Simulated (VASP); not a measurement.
Mn: single point with RPBE

Crystal: Mn.

```
CELL_PARAMETERS angstrom
3.02770 0.00000 0.00000
0.00000 3.02770 0.00000
0.00000 0.00000 3.02770
ATOMIC_POSITIONS crystal
Mn 0.00000 0.00000 0.00000
Mn 0.50000 0.50000 0.50000
```

This isn't the form of Mn at room conditions, which is a 58-atom cubic cell.

```json
{"Program": "VASP 6.6.1", "Task": "single point", "Functional": "RPBE", "Potentials or basis": "VASP PAW PBE potentials, release 64 (Mn_pv)", "Cutoff": "520 eV", "k mesh": "11 × 11 × 11", "Occupations": "fermi-dirac, width 0.05 eV", "Spin": "collinear spin, antiferromagnetic start", "Starting moments": "[3.0, -3.0] μB", "Dipole correction": "no", "Further INCAR settings": "ALGO = Normal; EDIFF = 1e-07; NBANDS = 24"}
```

```
Pressure                                              : 0.3 GPa
Band gap on the k mesh                                : zero (filled and empty bands overlap)
Net moment                                            : 0.00 μB per cell
Site moments                                          : Mn +3.19, -3.19 μB
Valence electrons inside the program's atomic spheres : Mn 11.59
```

Levels at points of the mesh, in eV from the Fermi level:
Spin up:
| k point | band 11 | band 12 | band 13 | band 14 | band 15 | band 16 |
| --- | --- | --- | --- | --- | --- | --- |
| (0.00, 0.00, 0.00) | -2.12 | -2.12 | 0.58 | 0.58 | 1.63 | 1.63 |
Spin down:
| k point | band 9 | band 10 | band 11 | band 12 | band 13 | band 14 | band 15 | band 16 | band 17 | band 18 |
| --- | --- | --- | --- | --- | --- | --- | --- | --- | --- | --- |
| (0.00, 0.00, 0.00) | -4.19 | -2.12 | -2.12 | -2.12 | 0.58 | 0.58 | 1.63 | 1.63 | 1.63 | 8.06 |

Wall time 34 s on 1 thread of AMD EPYC 9R45 (Zen 5), with other jobs on the host, peak memory 0.14 GiB.

Caveat: the PAW data sets were made with another functional, which shifts forces and pressure a little.
